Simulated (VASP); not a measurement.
Lu: relaxation of cell and atoms with PBE

The system is Lu.

```xyz
1
Lattice="3.2486 0.0000 0.0000 0.0000 3.2486 0.0000 0.0000 0.0000 3.2486" Properties=species:S:1:pos:R:3 pbc="T T T"
Lu    0.0000    0.0000    0.0000
```

The cell was generated, and may not be a known phase.

| Item | Value |
| --- | --- |
| Program | VASP 6.6.1 |
| Task | relaxation of cell and atoms |
| Functional | PBE |
| Potentials or basis | VASP PAW PBE potentials, release 64 (Lu) |
| Cutoff | 600 eV |
| k mesh | 6 × 6 × 6 |
| Occupations | gaussian, width 0.1 eV |
| Spin | no spin polarisation |
| Dipole correction | no |
| Further INCAR settings | ALGO = Normal; EDIFF = 1e-06; IBRION = 2; EDIFFG = -0.04; NSW = 90; ISIF = 3 |

The relaxed volume is 33.89 Å³/atom and the relaxed cell is a = 3.236 Å, b = 3.236 Å, c = 3.236 Å, α = 90.00°, β = 90.00°, γ = 90.00°. The space group after relaxing (to 0.1 Å) is Pm-3m (No. 221) and the energy gained by relaxing is 0.6 meV/atom. The ionic steps are 5, the pressure after relaxing is 0.0 GPa and the band gap on the k mesh is zero (an odd number of electrons rules out a gap without spin polarisation).

The path:
```tsv
step	energy change (eV)	largest force (eV/Å)	pressure (GPa)	volume (Å³)
1	0.0000	0.0000	-0.24	34.28
2	-0.0005	0.0000	-0.23	34.03
3	0.0002	0.0000	0.46	33.26
4	-0.0006	0.0000	0.21	33.76
5	-0.0006	0.0000	-0.03	33.89
```

Final structure:
```
Lu
1.0
     3.23608    0.00000    0.00000
     0.00000    3.23608    0.00000
     0.00000    0.00000    3.23608
Lu
1
Cartesian
  0.0000 0.0000 0.0000
```

Levels at points of the mesh, in eV from the Fermi level:
```tsv
k point	band 9	band 10	band 11	band 12	band 13	band 14	band 15	band 16
(0.00, 0.00, 0.00)	-5.49	-5.49	-5.49	-5.47	-0.41	-0.41	5.78	5.78
(0.50, 0.00, 0.00)	-5.48	-5.45	-5.45	-2.76	-0.50	0.33	3.11	3.11
(0.50, 0.50, 0.00)	-5.50	-5.46	-5.45	-1.71	-0.28	3.03	3.03	3.70
(0.50, 0.50, 0.50)	-5.47	-5.47	-5.47	-0.40	-0.40	-0.40	6.01	7.14
```

It took 45 s on 1 thread of Intel(R) Xeon(R) Platinum 8488C (Sapphire Rapids) (shared host), peak memory 0.18 GiB.

Caveat: spin-orbit coupling is left out, which moves the levels of the heavy elements.
